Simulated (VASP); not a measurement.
Write the native input for VASP 6.6.1 that does the following.

```yaml
Task: relaxation of cell and atoms
Functional: RPBE
Dispersion: D3(BJ)
Potentials_or_basis: VASP PAW PBE potentials, release 64 (Ge_d)
Cutoff: 600 eV
k_mesh: 8 × 8 × 8
Occupations: fermi-dirac, width 0.05 eV
Spin: no spin polarisation
Dipole_correction: no
Further_INCAR_settings: ALGO = Normal; EDIFF = 1e-06; IBRION = 2; EDIFFG = -0.01; NSW = 60; ISIF = 3
```

The structure of Ge lies in POSCAR:

```
Ge
1.0
    0.0000000000      2.8289100000      2.8289100000
    2.8289100000      0.0000000000      2.8289100000
    2.8289100000      2.8289100000      0.0000000000
Ge
2
Direct
    0.7500000000      0.7500000000      0.7500000000
    0.5000000000      0.5000000000      0.5000000000
```

The input as run:

INCAR

```
  PREC = Accurate
  ENCUT = 600
  EDIFF = 1E-6
  ISMEAR = -1
  SIGMA = 0.05
  LREAL = False
  LASPH = True
  NELM = 80
  ALGO = Normal
  ISIF = 3
  LWAVE = False
  LCHARG = False
  GGA = RP
  IVDW = 12
  IBRION = 2
  NSW = 60
  EDIFFG = -0.01
```

KPOINTS

```
Automatic mesh
0
Gamma
  8 8 8
```

Potentials or basis: VASP PAW PBE potentials, release 64 (Ge_d).

Run with:

```console
$ cat potpaw_PBE.64/Ge_d/POTCAR > POTCAR
$ mpirun -np 1 vasp_std > vasp.out
```

Results of the run:

The relaxed volume is 21.20 Å³/atom, the relaxed cell is a = 3.914 Å, b = 3.914 Å, c = 3.914 Å, α = 60.00°, β = 60.00°, γ = 60.00° and the space group after relaxing (to 0.05 Å) is Fd-3m (No. 227). The energy gained by relaxing is 21.8 meV/atom, the ionic steps are 12 and the pressure after relaxing is 0.0 GPa. The band gap on the k mesh is 0.48 eV, indirect (least direct gap 0.77 eV). The dispersion energy per atom is -1.361 eV.

Caveat: the PAW data sets were made with another functional, which shifts forces and pressure a little.

Wall time 55 s on 1 thread of Intel(R) Xeon(R) 6975P-C (Granite Rapids) (shared host), peak memory 0.2 GiB.
